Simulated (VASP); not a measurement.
# Zr2HS4: single point with PBE+D3(BJ)

The system is Zr2HS4, a slab with vacuum.

```
CELL_PARAMETERS angstrom
7.29768 0.00000 0.00000
-3.64884 6.31997 0.00000
0.00000 0.00000 20.91715
ATOMIC_POSITIONS crystal
S 0.33333 0.16667 0.19123
S 0.33333 0.66667 0.19123
S 0.83333 0.16667 0.19123
S 0.83333 0.66667 0.19123
S 0.16667 0.33333 0.33069
S 0.16667 0.83333 0.33069
S 0.66667 0.33333 0.33069
S 0.66667 0.83333 0.33069
Zr 0.00000 0.00000 0.26096
Zr 0.00000 0.50000 0.26096
Zr 0.50000 0.00000 0.26096
Zr 0.50000 0.50000 0.26096
H 0.35753 0.71506 0.38280
H 0.47580 0.95161 0.38280
```

```
Program             : VASP 6.6.1
Task                : single point
Functional          : PBE
Dispersion          : D3(BJ)
Potentials or basis : VASP PAW PBE potentials, release 64 (S, Zr_sv, H)
Cutoff              : 400 eV
k mesh              : 6 × 6 × 1
Occupations         : gaussian, width 0.05 eV
Spin                : no spin polarisation
```

```json
{"Largest force": "2.884 eV/Å", "Band gap on the k mesh": "0.44 eV (least direct gap 0.52 eV)", "Dispersion energy per atom": "-0.227 eV"}
```

Forces on the atoms (eV/Å):
```
S    0.094 -0.127  0.075
S    0.000  0.002  0.024
S   -0.094 -0.127  0.075
S    0.000 -0.091 -0.151
S    0.000  0.292  0.394
S   -0.843 -0.240 -0.404
S    0.000  0.030  0.285
S    0.843 -0.240 -0.404
Zr   0.000 -0.114 -0.195
Zr  -0.077  0.344 -0.170
Zr   0.000  0.169 -0.632
Zr   0.077  0.344 -0.170
H    0.000  2.595  0.755
H    0.000 -2.837  0.517
```

Levels at points of the mesh, in eV from the valence-band top:
```
           k point  band 46  band 47  band 48  band 49  band 50  band 51  band 52  band 53
(0.00, 0.00, 0.00)    -1.55    -0.64    -0.64    -0.13     0.44     0.51     0.75     1.13
(0.50, 0.00, 0.00)    -1.47    -1.19    -1.14    -0.21     0.80     0.95     1.43     1.73
(0.00, 0.50, 0.00)    -1.43    -1.34    -1.12    -0.05     0.70     0.93     1.51     1.71
```

Run time: 34 min on 1 thread of Intel(R) Xeon(R) Platinum 8375C CPU @ 2.90GHz (Ice Lake), with other jobs on the host, peak memory 0.9 GiB.
